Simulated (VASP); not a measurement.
# Be7Te: single point with PBE

Crystal: Be7Te.

```xyz
8
Lattice="2.6625 1.5372 3.7116 -2.6625 1.5372 3.7116 0.0000 -3.0744 3.7116" Properties=species:S:1:pos:R:3 pbc="T T T"
Be    0.0000    1.5372    3.7116
Be   -1.3313   -0.7686    3.7116
Be    1.3313   -0.7686    3.7116
Be    0.0000    0.0000    5.5675
Be    0.0000   -1.5372    1.8558
Be    1.3313    0.7686    1.8558
Be   -1.3313    0.7686    1.8558
Te    0.0000    0.0000    0.0000
```

The cell was built from a structure type or drawn by symmetry, and may not be a known phase.

- Program: VASP 6.6.1
- Task: single point
- Functional: PBE
- Potentials or basis: VASP PAW PBE potentials, release 64 (Be, Te)
- Cutoff: 600 eV
- k mesh: 4 × 4 × 4
- Occupations: gaussian, width 0.2 eV
- Spin: no spin polarisation

```yaml
Pressure: 0.6 GPa
Band_gap_on_the_k_mesh: zero (bands 10 and 11 overlap by 2.91 eV)
```

Stress tensor (GPa, compression positive):
```
0.64 0.00 0.00
0.00 0.64 0.00
0.00 0.00 0.41
```

Levels at points of the mesh, in eV from the Fermi level:
```
           k point  band 6  band 7  band 8  band 9  band 10  band 11  band 12  band 13  band 14  band 15
(0.00, 0.00, 0.00)   -3.63   -2.36   -2.36   -1.96    -1.96    -1.96     0.24     1.76     1.76     2.43
(0.50, 0.00, 0.00)   -3.58   -3.09   -2.71   -1.07    -0.71     0.01     0.46     2.50     3.23     4.32
(0.50, 0.50, 0.00)   -5.01   -1.03   -0.30   -0.20     0.07     0.43     1.78     2.29     2.84     2.91
(0.50, 0.50, 0.50)   -3.93   -3.93   -3.71   -0.26     0.96     0.96     1.03     1.79     1.79     6.56
```

Run time: 22 s on 1 thread of Intel(R) Xeon(R) 6975P-C (Granite Rapids), on a shared host, peak memory 0.24 GiB.

Caveat: the k points lie up to 0.37 Å⁻¹ apart, too coarse for converged energies and pressures of a metal; spin-orbit coupling is left out, which moves the levels of the heavy elements.
